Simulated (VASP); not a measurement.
# Ge: single point with PBEsol

The system is Ge.

```xyz
8
Lattice="-3.6778 3.2615 3.4697 3.6778 -3.2615 3.4697 3.6778 3.2615 -3.4697" Properties=species:S:1:pos:R:3 pbc="T T T"
Ge    1.0880    4.2264   -1.0265
Ge   -1.0880    0.9649    4.4961
Ge    4.7659   -0.9649    1.0265
Ge    2.5898    2.2966    2.4432
Ge   -1.0880    2.2966    1.0265
Ge    1.0880   -0.9649    2.4432
Ge    2.5898    0.9649   -1.0265
Ge    1.0880    0.9649    1.0265
```

This cell differs from its parent crystal: strain +0.0600 x Voigt [1, -1, 0, 0, 0, 0].

| Item | Value |
| --- | --- |
| Program | VASP 6.6.1 |
| Task | single point |
| Functional | PBEsol |
| Potentials or basis | VASP PAW PBE potentials, release 64 (Ge_d) |
| Cutoff | 520 eV |
| k mesh | 8 × 8 × 8 |
| Occupations | gaussian, width 0.15 eV |
| Spin | no spin polarisation |
| Dipole correction | no |
| Further INCAR settings | ALGO = Fast; EDIFF = 1e-06; NBANDS = 66 |

The pressure is 0.8 GPa, the largest force is 0.684 eV/Å and the band gap on the k mesh is zero (bands 56 and 57 overlap by 0.80 eV).

Forces in eV/Å, atoms in the order of the input:
```
Ge  -0.141  0.500  0.444
Ge   0.141  0.500 -0.444
Ge  -0.141 -0.500 -0.444
Ge   0.141 -0.500  0.444
Ge   0.141 -0.500 -0.444
Ge  -0.141 -0.500  0.444
Ge   0.141  0.500  0.444
Ge  -0.141  0.500 -0.444
```

Stress tensor (GPa, compression positive):
```
-5.60  0.00  0.00
 0.00  6.89  0.00
 0.00  0.00  1.19
```

Levels at points of the mesh, in eV from the Fermi level:
```csv
k point,band 53,band 54,band 55,band 56,band 57,band 58,band 59,band 60
"(0.00, 0.00, 0.00)",-3.47,-1.99,-1.22,-0.04,0.61,1.60,2.74,3.51
"(0.50, 0.00, 0.00)",-1.81,-1.81,-1.45,-1.45,0.60,0.60,1.57,1.57
"(0.00, 0.50, 0.00)",-1.93,-1.93,-0.97,-0.97,0.54,0.54,1.83,1.83
"(0.50, 0.50, 0.00)",-1.62,-1.62,-0.77,-0.77,0.10,0.10,1.96,1.96
"(0.50, 0.50, 0.50)",-2.33,-1.58,0.09,0.59,0.72,1.28,1.81,2.18
```

Run time: 14 min on 1 thread of Oxide Virtual Turin-like Processor, on a shared host, peak memory 0.75 GiB.

Caveat: the cell differs from its parent crystal (strain +0.0600 x Voigt [1, -1, 0, 0, 0, 0]); the PAW data sets were made with another functional, which shifts forces and pressure a little.
